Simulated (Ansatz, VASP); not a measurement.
## BP in VASP and in Ansatz

```
B P
1.0
     0.00000    2.16002    2.16002
     2.16002    0.00000    2.16002
     2.16002    2.16002    0.00000
B P
1 1
Direct
  0.00000 0.00000 0.00000
  0.50000 0.50000 0.50000
```

Alike in both runs: functional r2SCAN; k mesh 17 × 17 × 17; occupations fermi-dirac, width 0.1 eV; no spin polarisation.

Ansatz relaxed the structure, and its values are those at the end. VASP's run is a single point on that final structure, the one shown.

|  | VASP | Ansatz |
| --- | --- | --- |
| version | VASP 6.6.1 | Ansatz 0.2.0 |
| potentials or method | VASP PAW PBE potentials, release 64 (B, P) | PAW with Ansatz's default frozen-core files, scalar-relativistic |
| plane-wave cutoff (eV) | 520 | 500 |
| valence electrons in the cell | 8 | 8 |

```tsv
	VASP	Ansatz	Ansatz less VASP
pressure (GPa)	-0.4	0.0	+0.38
```

VASP's potentials were made for PBE, not for r2SCAN.
